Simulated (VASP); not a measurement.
# H17ClO8 in VASP: a series of runs

H17ClO8 is run at these levels: PBE; tasks: single point.

All numbers are computed with VASP 6.6.1; they aren't measurements. Logs are shortened: lines on timing, memory, paths and dates and some standing lists are left out, and cuts for length are marked.

## Step 1: The cell of the first run

The cell holds an amorphous packing of atoms, 26 atoms: a = 6.841 Å, b = 6.841 Å, c = 6.841 Å, α = 90.00°, β = 90.00°, γ = 90.00°.

## Step 2: Single point, PBE

Contents of INCAR:

```
PREC = Accurate
ENCUT = 520
EDIFF = 1E-6
ISMEAR = -1
SIGMA = 0.05
LREAL = Auto
LASPH = True
NELM = 60
ALGO = Normal
ISIF = 2
LWAVE = False
LCHARG = False
GGA = PE
NBANDS = 55
```

Contents of KPOINTS:

```
Automatic mesh
0
Gamma
  1 1 1
```

Contents of POSCAR:

```
H17ClO8
1.0
    6.8406160000      0.0000000000      0.0000000000
    0.0000000000      6.8406160000      0.0000000000
    0.0000000000      0.0000000000      6.8406160000
O H Cl
8 17 1
Direct
    0.1872930742      0.8808271068      0.3836204225
   -0.1588745809      0.3594997877      0.6128395454
    0.8169585897      0.7612326141      0.5923589338
    0.5363990611      0.0287108646      0.0758118859
    0.2139719581      0.3394431145      0.7153741710
    0.7323755638      0.6700858519      0.0311814024
    0.6282328960      0.0603746797      0.7065007011
    0.3388729904      0.7714217550      0.8192829418
    0.3073992167      0.9619601510      0.4011042280
    0.2392328410      0.7614372741      0.3229095158
   -0.0171768157      0.3608446959      0.6262447709
   -0.1966197196      0.3434339831      0.4739631636
    0.7835405466      0.6258939253      0.6010862180
    0.9570775497      0.7738630556      0.5635018835
    0.5935284191     -0.0983537155      0.1095223003
    0.5897860661      0.0373504374     -0.1514483491
    0.2709697489      0.4499302402      0.7785848526
    0.2943448368      0.3524828758      0.5884557765
    0.6588441743      0.5820967001      0.1208224522
    0.7110909310      0.6166111356     -0.0963948276
    0.7188095341      0.1756274581      0.6628642801
    0.6991037064     -0.0572463065      0.6540639030
    0.2883219874      0.8461372485      0.9276065196
    0.2781328465      0.8238000788      0.7025244510
    0.5382117634      0.1303537576      0.1722213321
    0.4762875156      0.4044811169      0.3498515338
```

Potentials or basis: VASP PAW PBE potentials, release 64 (O, H, Cl).

The run is started by

```console
cat potpaw_PBE.64/O/POTCAR potpaw_PBE.64/H/POTCAR potpaw_PBE.64/Cl/POTCAR > POTCAR
mpirun -np 1 vasp_gam > vasp.out
```

OUTCAR:

```text
PREC = Accurate
   ENCUT = 520
   EDIFF = 1E-6
   ISMEAR = -1
   LREAL = Auto
   LASPH = True
   NELM = 60
   ISIF = 2
   GGA = PE

 ion  position               nearest neighbor table
   1  0.187  0.881  0.384-  10 0.98   9 1.00
   2  0.841  0.359  0.613-  11 0.97  12 0.99
   3  0.817  0.761  0.592-  13 0.96  14 0.98
   4  0.536  0.029  0.076-  25 0.96  15 0.98
   5  0.214  0.339  0.715-  17 0.95  18 1.03
   6  0.732  0.670  0.031-  20 0.96  19 1.00
   7  0.628  0.060  0.707-  22 1.01  16 1.02  21 1.05
   8  0.339  0.771  0.819-  23 0.96  24 0.97
   9  0.307  0.962  0.401-   1 1.00
  10  0.239  0.761  0.323-   1 0.98
  11  0.983  0.361  0.626-   2 0.97
  12  0.803  0.343  0.474-   2 0.99
  13  0.784  0.626  0.601-   3 0.96
  14  0.957  0.774  0.564-   3 0.98
[... 9 lines left out ...]
  24  0.278  0.824  0.703-   8 0.97
  25  0.538  0.130  0.172-   4 0.96
  26  0.476  0.404  0.350-

  LATTYP: Found a simple cubic cell.
 ALAT       =     6.8406160000

  Lattice vectors:

 A1 = (   6.8406160000,   0.0000000000,   0.0000000000)
 A2 = (   0.0000000000,   6.8406160000,   0.0000000000)
 A3 = (   0.0000000000,   0.0000000000,   6.8406160000)

Analysis of symmetry for initial positions (statically):
=====================================================================
 Subroutine PRICEL returns:
 Original cell was already a primitive cell.

 Routine SETGRP: Setting up the symmetry group for a
 simple cubic supercell.

 Subroutine GETGRP returns: Found  1 space group operations
 (whereof  1 operations were pure point group operations)
 out of a pool of 48 trial point group operations.

The static configuration has the point symmetry C_1 .

Analysis of symmetry for dynamics (positions and initial velocities):
=====================================================================
 Subroutine PRICEL returns:
 Original cell was already a primitive cell.

 Routine SETGRP: Setting up the symmetry group for a
 simple cubic supercell.

 Subroutine GETGRP returns: Found  1 space group operations
 (whereof  1 operations were pure point group operations)
 out of a pool of 48 trial point group operations.

The dynamic configuration has the point symmetry C_1 .

 Subroutine INISYM returns: Found  1 space group operations
 (whereof  1 operations are pure point group operations),
 and found     1 'primitive' translations

----------------------------------------------------------------------------------------

                                     Primitive cell

  volume of cell :     320.1000

  direct lattice vectors                    reciprocal lattice vectors
     6.840616000  0.000000000  0.000000000     0.146185665  0.000000000  0.000000000
     0.000000000  6.840616000  0.000000000     0.000000000  0.146185665  0.000000000
     0.000000000  0.000000000  6.840616000     0.000000000  0.000000000  0.146185665

  length of vectors
     6.840616000  6.840616000  6.840616000     0.146185665  0.146185665  0.146185665

  position of ions in fractional coordinates (direct lattice)
     0.187293074  0.880827107  0.383620423
     0.841125419  0.359499788  0.612839545
     0.816958590  0.761232614  0.592358934
     0.536399061  0.028710865  0.075811886
     0.213971958  0.339443114  0.715374171
     0.732375564  0.670085852  0.031181402
[... 18 lines left out ...]
     0.538211763  0.130353758  0.172221332
     0.476287516  0.404481117  0.349851534

  ion indices of the primitive-cell ions
   primitive index   ion index
                 1           1
                 2           2
                 3           3
                 4           4
                 5           5
                 6           6
[... 18 lines left out ...]
                25          25
                26          26

----------------------------------------------------------------------------------------

 KPOINTS: Automatic mesh

Automatic generation of k-mesh.
 Grid dimensions read from file:
 generate k-points for:    1    1    1

 Generating k-lattice:

  Cartesian coordinates                     Fractional coordinates (reciprocal lattice)
     0.146185665  0.000000000  0.000000000     1.000000000  0.000000000  0.000000000
     0.000000000  0.146185665  0.000000000     0.000000000  1.000000000  0.000000000
     0.000000000  0.000000000  0.146185665     0.000000000  0.000000000  1.000000000

  Length of vectors
     0.146185665  0.146185665  0.146185665

  Shift w.r.t. Gamma in fractional coordinates (k-lattice)
     0.000000000  0.000000000  0.000000000

 Subroutine IBZKPT returns following result:
 ===========================================

 Found      1 irreducible k-points:

 Following reciprocal coordinates:
            Coordinates               Weight
  0.000000  0.000000  0.000000      1.000000
   k-points           NKPTS =      1   k-points in BZ     NKDIM =      1   number of bands    NBANDS=     55
   number of dos      NEDOS =    301   number of ions     NIONS =     26
   total plane-waves  NPLWV = 157464
   dimension x,y,z NGX =    54 NGY =   54 NGZ =   54
   dimension x,y,z NGXF=   108 NGYF=  108 NGZF=  108
   ions per type =               8  17   1
   NGX,Y,Z   is equivalent  to a cutoff of  13.12, 13.12, 13.12 a.u.
   NGXF,Y,Z  is equivalent  to a cutoff of  26.25, 26.25, 26.25 a.u.
 SYSTEM =  unknown system
   PREC   = accura    normal or accurate (medium, high low for compatibility)
   ISTART =      0    job   : 0-new  1-cont  2-samecut
   ICHARG =      2    charge: 1-file 2-atom 10-const
   ISPIN  =      1    spin polarized calculation?
   LNONCOLLINEAR =      F non collinear calculations
   LSORBIT =      F    spin-orbit coupling
   LASPH  =      T    aspherical Exc in radial PAW
   ENCUT  =  520.0 eV  38.22 Ry    6.18 a.u.  12.72 12.72 12.72*2*pi/ulx,y,z
   NELM   =     60;   NELMIN=  2; NELMDL= -5     # of ELM steps
   EDIFF  = 0.1E-05   stopping-criterion for ELM
   LREAL  =      T    real-space projection
   EDIFFG = 0.1E-04   stopping-criterion for IOM
   NSW    =      0    number of steps for IOM
   IBRION =     -1    ionic relax: 0-MD 1-quasi-New 2-CG
   NFREE  =      0    steps in history (QN), initial steepest desc. (CG)
   ISIF   =      2    stress and relaxation
   ISYM   =      2    0-nonsym 1-usesym 2-fastsym
   POTIM  = 0.5000    time-step for ionic-motion
   TEBEG  =    0.0;   TEEND  =   0.0 temperature during run
   PSTRESS=    0.0 pullay stress
   NELECT =      72.0000    total number of electrons
   NUPDOWN=      -1.0000    fix difference up-down
   EMIN   =  10.00;   EMAX   =-10.00  energy-range for DOS
   EFERMI =   0.00;   METHOD = LEGACY
   ISMEAR =    -1;   SIGMA  =   0.05  broadening in eV -4-tet -1-fermi 0-gaus
   EFERMI_NEDOS =   21; number of points for ismear=-14 and -15
   IALGO  =     38    algorithm
   IMIX   =      4    mixing-type and parameters
     AMIX     =   0.40;   BMIX     =  1.00
     AMIX_MAG =   1.60;   BMIX_MAG =  1.00
  volume/ion in A,a.u.               =      12.31        83.08
  Fermi-wavevector in a.u.,A,eV,Ry     =   0.995613  1.881435 13.486704  0.991245
  Thomas-Fermi vector in A             =   2.127645
   LORBIT       =      0    0 simple, 1 ext, 2 COOP (PROOUT), +10 PAW based schemes
   GGA     = PE    functional components
   LHFCALC =     F    Hartree Fock is set to
   AEXX    =    0.0000 exact exchange contribution
   IVDW    =     0    specifies the selected vdW correction
   LEPSILON=     F    determine dielectric tensor
   LRPA    =     F    only Hartree local field effects (RPA)
 non-spin polarized calculation
  energy-cutoff  :      520.00
  volume of cell :      320.10
 maximum number of plane-waves:      4301
 NGX is ok and might be reduce to    50
   NGX = 25   NGY = 25   NGZ = 25

 number of electron      72.0000007 magnetization

 Free energy of the ion-electron system (eV)
  ---------------------------------------------------
  ext. energy  EPLUGINS =         0.00000000
  ---------------------------------------------------
  free energy    TOTEN  =      -123.04160343 eV

  energy without entropy =     -123.04160343  energy(sigma->0) =     -123.04160343

 E-fermi :  -2.2105     XC(G=0):  -6.2927

 val. band max:       -3.5127302906   @ k =   0.0000   0.0000   0.0000
 cond. band min:       0.7185625498   @ k =   0.0000   0.0000   0.0000
 fundamental gap:      4.2312928404
 Fermi energy:        -2.2104767210

 k-point     1 :       0.0000    0.0000    0.0000
  band No.  band energies     occupation
      1     -24.3755      2.00000
      2     -23.1767      2.00000
      3     -22.8190      2.00000
      4     -22.6569      2.00000
      5     -22.5085      2.00000
      6     -22.3114      2.00000
[... 40 lines left out ...]
     47       6.1425      0.00000
     48       6.3050      0.00000
 [bands above 48 left out]

------------------------ aborting loop because EDIFF is reached ----------------------------------------

  FORCE on cell =-STRESS in cart. coord.  units (eV):
  Direction    XX          YY          ZZ          XY          YZ          ZX
  --------------------------------------------------------------------------------------
  -------------------------------------------------------------------------------------
  Total       -0.4490224      2.3523941      1.3686637     -0.6985152      1.7142878      2.0291202
  in kB       -2.2474652     11.7742982      6.8504912     -3.4962365      8.5804227     10.1562347
  external PRESSURE =       5.4591081 kB  Pullay stress =       0.0000000 kB

 VOLUME and BASIS-vectors are now :
 -----------------------------------------------------------------------------
  energy-cutoff  :      520.00
  volume of cell :      320.10
      direct lattice vectors                 reciprocal lattice vectors
     6.840616000  0.000000000  0.000000000     0.146185665  0.000000000  0.000000000
     0.000000000  6.840616000  0.000000000     0.000000000  0.146185665  0.000000000
     0.000000000  0.000000000  6.840616000     0.000000000  0.000000000  0.146185665

 POSITION                                       TOTAL-FORCE (eV/Angst)
 -----------------------------------------------------------------------------------
      1.28120      6.02540      2.62420         1.009407      0.139325      0.340353
      5.75382      2.45920      4.19220        -1.708003     -0.417464     -0.813311
      5.58850      5.20730      4.05210         0.507810      1.623444     -0.171526
      3.66930      0.19640      0.51860        -0.444627     -0.940956     -1.566157
      1.46370      2.32200      4.89360         0.466566     -0.480404     -2.132568
      5.00990      4.58380      0.21330        -0.226837     -0.058653      1.392068
[... 18 lines left out ...]
      3.68170      0.89170      1.17810         0.168463      0.804138      0.969603
      3.25810      2.76690      2.39320         0.148586     -0.036952     -0.260426
 -----------------------------------------------------------------------------------
    total drift:                               -0.007262     -0.008856      0.002702

  FREE ENERGIE OF THE ION-ELECTRON SYSTEM (eV)
  ---------------------------------------------------
  free  energy   TOTEN  =      -123.0416034260 eV

  energy  without entropy=     -123.0416034260  energy(sigma->0) =     -123.04160343
```

It took 2 min on 1 thread of AMD EPYC 7R13, shared host; peak memory 0.36 GiB.

Results:

```yaml
Free_energy: -123.0416 eV
Pressure: 0.5 GPa
Largest_force: 2.235 eV/Å
Band_gap_on_the_k_mesh: 4.23 eV
```

Forces on the atoms (eV/Å):
```
O    1.009  0.139  0.340
O   -1.708 -0.417 -0.813
O    0.508  1.623 -0.172
O   -0.445 -0.941 -1.566
O    0.467 -0.480 -2.133
O   -0.227 -0.059  1.392
O    0.210  0.385 -1.094
O    0.177 -0.778 -0.229
H   -0.946 -0.345 -0.197
H   -0.121  0.072  0.110
H    1.469 -0.267  0.500
H    0.034  0.420  0.227
H   -0.098 -1.294 -0.066
H   -0.319 -0.008 -0.138
H    0.456  0.075  0.233
H    0.127  0.717  0.579
H    0.102  1.180  1.155
H   -0.615 -0.536  0.758
H    0.244  0.153 -0.249
H   -0.166 -0.181 -0.626
H   -0.336  0.299  1.208
H    0.156 -1.040  0.031
H   -0.110  0.364  0.254
H   -0.185  0.150 -0.214
H    0.168  0.804  0.970
Cl   0.149 -0.037 -0.260
```

Stress tensor (GPa, compression positive):
```
-0.22 -0.35  1.02
-0.35  1.18  0.86
 1.02  0.86  0.69
```

Caveat: the k points lie up to 0.92 Å⁻¹ apart.

## Step 3: Single point, PBE

Contents of INCAR:

```
SYSTEM = H17ClO8
  PREC = Accurate
  ENCUT = 520
  EDIFF = 1E-7
  ISMEAR = -1
  SIGMA = 0.05
  LREAL = Auto
  LASPH = .TRUE.
  NELM = 100
  ALGO = Normal
  ISIF = 2
  LWAVE = .FALSE.
  LCHARG = .FALSE.
  GGA = PE
  NBANDS = 55
```

Contents of KPOINTS:

```
Automatic mesh
0
G
  1 1 1
  0 0 0
```

Contents of POSCAR:

```
H17ClO8
1.0
    6.8406160000      0.0000000000      0.0000000000
    0.0000000000      6.8406160000      0.0000000000
    0.0000000000      0.0000000000      6.8406160000
O H Cl
8 17 1
Direct
    0.1868106615      0.8669394686      0.4102846878
   -0.1733177246      0.3463138407      0.6419743485
    0.8570865548      0.8024423531      0.5876371368
    0.5174826361      0.0427885442      0.0650233839
    0.2032565488      0.3626427795      0.6682292940
    0.7620804910      0.6546486457      0.0960732191
    0.6303525881      0.0558429241      0.7075532379
    0.2744343492      0.7385592175      0.8051029323
    0.1629970166      0.9754969436      0.3192694927
    0.2092940168      0.7423161891      0.3472494290
   -0.0216647156      0.3466208306      0.6511109526
   -0.1973067923      0.3878159511      0.5052030402
    0.8133916595      0.6661826947      0.5871547241
    0.9977317832      0.8110965445      0.5472752746
    0.5962182353     -0.0506971887      0.1424725493
    0.6116554416      0.0515012098     -0.1342130592
    0.2372739531      0.4941806410      0.7140146443
    0.2753114632      0.3394431145      0.5517485560
    0.6972763856      0.5580783953      0.1804808222
    0.8087137182      0.5908386028     -0.0239452120
    0.7143654899      0.1822789059      0.6931978056
    0.7153741710     -0.0563107182      0.6793101674
    0.3590612307      0.7726497146      0.9171250075
    0.2554886870      0.8524817063      0.7193796582
    0.5035657607      0.1796037082      0.1351925031
    0.4923240831      0.4006510525      0.3274705085
```

Potentials or basis: VASP PAW PBE potentials, release 64 (O, H, Cl).

The run is started by

```console
cat potpaw_PBE.64/O/POTCAR potpaw_PBE.64/H/POTCAR potpaw_PBE.64/Cl/POTCAR > POTCAR
mpirun -np 1 vasp_gam > vasp.out
```

It took 2.3 min on 1 thread of AMD EPYC 7R13, shared host; peak memory 0.36 GiB.

It converged, with:

```yaml
Free_energy: -123.1379 eV
Pressure: 0.1 GPa
Largest_force: 3.066 eV/Å
Band_gap_on_the_k_mesh: 4.17 eV
```

Forces in eV/Å, atoms in the order of the input:
```
O    0.052  0.736  0.623
O    0.995  0.954 -0.620
O   -0.057 -0.674  0.177
O    0.235  0.717  0.205
O   -1.398 -0.151  1.341
O    0.549  0.585 -0.556
O   -1.214  0.901  2.667
O    0.149 -0.063  0.353
H    0.208 -0.895 -0.032
H    0.217  0.060 -0.700
H   -0.207 -0.104  0.238
H   -0.577 -0.504  0.451
H    0.267  0.264  0.071
H   -0.628  0.079 -0.225
H   -0.191  0.547 -0.046
H   -0.855 -0.022 -0.860
H    0.246  0.401  0.157
H    1.136 -0.101 -1.315
H   -0.258 -0.271 -0.249
H   -0.298  0.069  0.583
H    0.221  0.204 -0.814
H    1.115 -0.995 -0.868
H   -0.440  0.198 -0.779
H    0.486 -0.288  0.485
H    0.367 -1.533 -0.148
Cl  -0.123 -0.114 -0.141
```

Stress tensor (GPa, compression positive):
```
 0.87  0.39 -1.16
 0.39 -0.16  0.18
-1.16  0.18 -0.27
```

Levels at points of the mesh, in eV from the valence-band top:
```
           k point  band 33  band 34  band 35  band 36  band 37  band 38  band 39  band 40
(0.00, 0.00, 0.00)    -0.52    -0.30    -0.23     0.00     4.17     6.93     6.98     7.49
```

Caveat: the k points lie up to 0.92 Å⁻¹ apart.

## Step 4: Single point, PBE

Contents of INCAR:

```
SYSTEM = H17ClO8
PREC = Accurate ; ENCUT = 520
EDIFF = 1E-6 ; ISMEAR = -1
SIGMA = 0.05 ; LREAL = Auto
LASPH = .TRUE. ; NELM = 60
ALGO = Normal ; ISIF = 2
LWAVE = .FALSE. ; LCHARG = .FALSE.
GGA = PE ; NBANDS = 55
```

KPOINTS is that of step 3.

Contents of POSCAR:

```
H17ClO8
1.0
    6.8406160000      0.0000000000      0.0000000000
    0.0000000000      6.8406160000      0.0000000000
    0.0000000000      0.0000000000      6.8406160000
O H Cl
8 17 1
Direct
    0.2360752307      0.8330243943      0.3894386120
   -0.2220121697      0.4198744674      0.6295485670
    0.8355534063      0.8012728678      0.6066266547
    0.5198216067     -0.0253924500      0.0840129018
    0.1587868695      0.3595582620      0.6256892654
    0.8033633228      0.7316884912      0.1438174574
    0.6453073817      0.0833696848      0.7420238177
    0.2423027400      0.7054189272      0.8396466049
    0.2983649426      0.9362314739      0.3285961381
    0.2771534026      0.7020274198      0.3375573194
   -0.0800366517      0.3933417692      0.6090679553
   -0.2832932005      0.3777291402      0.5044136376
    0.7991239385      0.6624695788      0.6078107586
    0.9510547003      0.8234053775      0.5199239367
    0.6213475512     -0.1172262849      0.1329412439
    0.5720683634      0.0655350337     -0.1310408302
    0.2121738744      0.4716680486      0.7002439546
    0.2457234846      0.3273243228      0.5229938356
    0.7556044660      0.6016417235      0.1817964932
    0.9311295942      0.7245253936      0.0879014405
    0.7067930724      0.2116476060      0.7159296765
    0.7260895802     -0.0392508511      0.6789447032
    0.3247222180      0.7550051048      0.9435846128
    0.1985932261      0.8153505474      0.7561599716
    0.5217366389      0.0918192163      0.1674556794
    0.5087845890      0.3843659694      0.2880880903
```

The run is started by

```console
cat potpaw_PBE.64/O/POTCAR potpaw_PBE.64/H/POTCAR potpaw_PBE.64/Cl/POTCAR > POTCAR
mpirun -np 1 vasp_gam > vasp.out
```

It took 2 min on 1 thread of AMD EPYC 7R13, shared host; peak memory 0.36 GiB.

The run converged. Its results:

```
Free energy            : -123.5211 eV
Pressure               : 0.6 GPa
Largest force          : 4.077 eV/Å
Band gap on the k mesh : 4.44 eV
```

Forces on the atoms (eV/Å):
```
O   -1.921 -3.221  1.600
O    0.082 -0.504 -0.164
O    0.977  1.587 -0.381
O   -0.701  0.168 -0.284
O   -1.222  0.384  1.380
O   -0.816 -0.125  0.628
O   -0.199 -1.134 -0.794
O   -0.731 -0.005 -0.545
H    1.546  1.633 -1.647
H    0.124  1.418  0.291
H    0.556 -0.053  0.246
H   -0.503  0.465 -0.227
H   -0.202 -0.650  0.104
H   -0.758 -0.268  0.327
H    0.452  0.063 -0.312
H    0.486 -0.507  0.514
H    0.100 -0.146 -0.149
H    1.268 -0.080 -1.188
H    0.092 -0.049 -0.153
H    0.726 -0.235 -0.432
H    0.175  1.077  0.119
H   -0.213 -0.037  0.435
H    0.240  0.428  0.011
H    0.521 -0.525  0.572
H    0.034  0.388  0.109
Cl  -0.115 -0.072 -0.063
```

Stress tensor (GPa, compression positive):
```
 0.76  0.79 -0.02
 0.79  0.07 -0.83
-0.02 -0.83  0.88
```

Levels at points of the mesh, in eV from the valence-band top:
| k point | band 32 | band 33 | band 34 | band 35 | band 36 | band 37 | band 38 | band 39 | band 40 | band 41 |
| --- | --- | --- | --- | --- | --- | --- | --- | --- | --- | --- |
| (0.00, 0.00, 0.00) | -0.74 | -0.68 | -0.15 | -0.11 | 0.00 | 4.44 | 7.33 | 7.59 | 7.80 | 8.01 |

Caveat: the k points lie up to 0.92 Å⁻¹ apart.
